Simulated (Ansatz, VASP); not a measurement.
## One calculation of BaTiO3, two programs

```xyz
5
Lattice="4.0323 0.0000 0.0000 0.0000 4.0323 0.0000 0.0000 0.0000 4.1731" Properties=species:S:1:pos:R:3 pbc="T T T"
Ba    2.0162    2.0162    2.4589
Ti    0.0000    0.0000    0.4483
O     0.0000    2.0162    0.2594
O     2.0162    0.0000    0.2594
O     0.0000    0.0000    2.2495
```

Change from the starting cell: equal strain along all axes, cell held, atoms relaxed: +1.5 %.

Alike in both runs: functional r2SCAN; k mesh 8 × 8 × 8; occupations gaussian, width 0.02 eV; no spin polarisation.

Ansatz relaxed the structure, and its values are those at the end. VASP's run is a single point on that final structure, the one shown.

|  | VASP | Ansatz |
| --- | --- | --- |
| version | VASP 6.6.1 | Ansatz 0.2.0 |
| potentials or method | VASP PAW PBE potentials, release 64 (Ba_sv, Ti_sv, O), cutoff 520 eV | scalar-relativistic, plane waves, PAW |
| valence electrons in the cell | 40 | 40 |

VASP gave:

* gap on the k mesh at the Fermi level (eV): 2.15
* least direct gap on the mesh (eV): 2.69
* pressure (GPa): -4.1
* rms of the force components (eV/Å): 0.073

What did Ansatz give for the same quantities?

gap on the k mesh at the Fermi level (eV): 2.16; least direct gap on the mesh (eV): 2.68; pressure (GPa): -5.7; rms of the force components (eV/Å): 0.000.

VASP's potentials were made for PBE, not for r2SCAN. The functional is the same, so the differences come from potentials, cutoffs and numerics. Ansatz's warnings: stress scf threshold loose.

Spin-orbit coupling is off throughout.
